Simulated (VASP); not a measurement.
# Si16O31 (a cell with a defect): single point with PBE

Si16O31 (a cell with a defect):

```
Si O
1.0
   -10.06700    0.00000    0.00000
     0.00000   -8.75490    0.00000
     0.00000    0.00000    8.21180
Si O
16 31
Direct
  0.45156 0.33453 0.56078
  0.55173 0.66505 0.06901
  0.55173 0.33495 0.93099
  0.45156 0.66547 0.43922
  0.20928 0.83567 0.56551
  0.29496 0.16955 0.06085
  0.29496 0.83045 0.93915
  0.20928 0.16433 0.43449
  0.96081 0.32345 0.54826
  0.04831 0.63223 0.09393
  0.04831 0.36777 0.90607
  0.96081 0.67655 0.45174
  0.69750 0.83693 0.58288
  0.80250 0.17101 0.04614
  0.80250 0.82899 0.95386
  0.69750 0.16307 0.41712
  0.50717 0.64576 0.25717
  0.50717 0.35424 0.74283
  0.39896 0.50000 0.50000
  0.60161 0.50000 0.00000
  0.56879 0.27535 0.43992
  0.42670 0.72094 0.96067
  0.42670 0.27906 0.03933
  0.56879 0.72465 0.56008
  0.27708 0.15408 0.25769
  0.27708 0.84592 0.74231
  0.15773 0.00000 0.50000
  0.34046 0.00000 0.00000
  0.32499 0.77992 0.43798
  0.16767 0.23389 0.96931
  0.32499 0.22008 0.56202
  0.99690 0.72986 0.27066
  0.99690 0.27014 0.72934
  0.92593 0.50000 0.50000
  0.16767 0.76611 0.03069
  0.08244 0.27683 0.42425
  0.91869 0.70535 0.96633
  0.91869 0.29465 0.03367
  0.08244 0.72317 0.57575
  0.73098 0.15265 0.22599
  0.73098 0.84735 0.77401
  0.65594 0.00000 0.50000
  0.85377 0.00000 0.00000
  0.82515 0.77112 0.49115
  0.67491 0.21609 0.92875
  0.67491 0.78391 0.07125
  0.82515 0.22888 0.50885
```

```json
{
 "Program": "VASP 6.6.1",
 "Task": "single point",
 "Functional": "PBE",
 "Potentials or basis": "VASP PAW PBE potentials, release 64 (Si, O)",
 "Cutoff": "520 eV",
 "k mesh": "2 × 2 × 2",
 "Occupations": "gaussian, width 0.05 eV",
 "Spin": "no spin polarisation"
}
```

```yaml
Largest_force: 0.064 eV/Å
```

Forces on the atoms (eV/Å):
```
Si  -0.001 -0.013  0.021
Si   0.000  0.012  0.028
Si   0.000 -0.012 -0.028
Si  -0.001  0.013 -0.021
Si   0.023 -0.025  0.008
Si  -0.030  0.014  0.043
Si  -0.030 -0.014 -0.043
Si   0.023  0.025 -0.008
Si   0.040 -0.003 -0.050
Si  -0.005 -0.033 -0.008
Si  -0.005  0.033  0.008
Si   0.040  0.003  0.050
Si   0.011 -0.010  0.021
Si   0.018  0.028  0.027
Si   0.018 -0.028 -0.027
Si   0.011  0.010 -0.021
O    0.004 -0.007  0.005
O    0.004  0.007 -0.005
O   -0.009  0.000  0.000
O    0.009  0.000  0.000
O    0.003 -0.003  0.005
O   -0.008  0.001  0.012
O   -0.008 -0.001 -0.012
O    0.003  0.003 -0.005
O    0.004 -0.008 -0.007
O    0.004  0.008  0.007
O   -0.016  0.000  0.000
O    0.010  0.000  0.000
O    0.018 -0.013  0.009
O    0.034 -0.043 -0.018
O    0.018  0.013 -0.009
O   -0.011  0.002 -0.038
O   -0.011 -0.002  0.038
O   -0.006  0.000  0.000
O    0.034  0.043  0.018
O    0.007 -0.005  0.012
O   -0.034  0.043  0.019
O   -0.034 -0.043 -0.019
O    0.007  0.005 -0.012
O   -0.012 -0.007 -0.019
O   -0.012  0.007  0.019
O   -0.005  0.000  0.000
O    0.009  0.000  0.000
O   -0.035  0.021 -0.006
O   -0.023  0.009  0.013
O   -0.023 -0.009 -0.013
O   -0.035 -0.021  0.006
```

Levels at points of the mesh, in eV from the Fermi level:
| k point | band 124 | band 125 | band 126 | band 127 | band 128 | band 129 |
| --- | --- | --- | --- | --- | --- | --- |
| (0.00, 0.00, 0.00) | -4.40 | -3.23 | -0.27 | 0.63 | 1.86 | 2.35 |
| (0.50, 0.00, 0.00) | -4.41 | -3.23 | -0.27 | 0.85 | 1.47 | 2.45 |
| (0.00, 0.50, 0.00) | -4.42 | -3.15 | -0.33 | 1.30 | 1.35 | 2.15 |
| (0.50, 0.50, 0.00) | -4.42 | -3.15 | -0.31 | 1.46 | 1.64 | 1.94 |
| (0.00, 0.00, 0.50) | -4.53 | -3.20 | -0.38 | 1.32 | 1.70 | 2.02 |
| (0.50, 0.00, 0.50) | -4.55 | -3.20 | -0.37 | 1.53 | 1.61 | 2.00 |
| (0.00, 0.50, 0.50) | -4.54 | -3.14 | -0.38 | 1.87 | 1.87 | 2.15 |
| (0.50, 0.50, 0.50) | -4.54 | -3.14 | -0.37 | 1.92 | 2.16 | 2.18 |

Run time: 7 min on 4 MPI ranks on AMD EPYC 7R43 64-Core Processor (Zen 3) (shared host), peak memory 0.56 GiB a rank.

Caveat: the cell carries a net charge on a neutralising background, which shifts energy and pressure; the cell is charged against a uniform background, so pressure and absolute levels hang on convention.
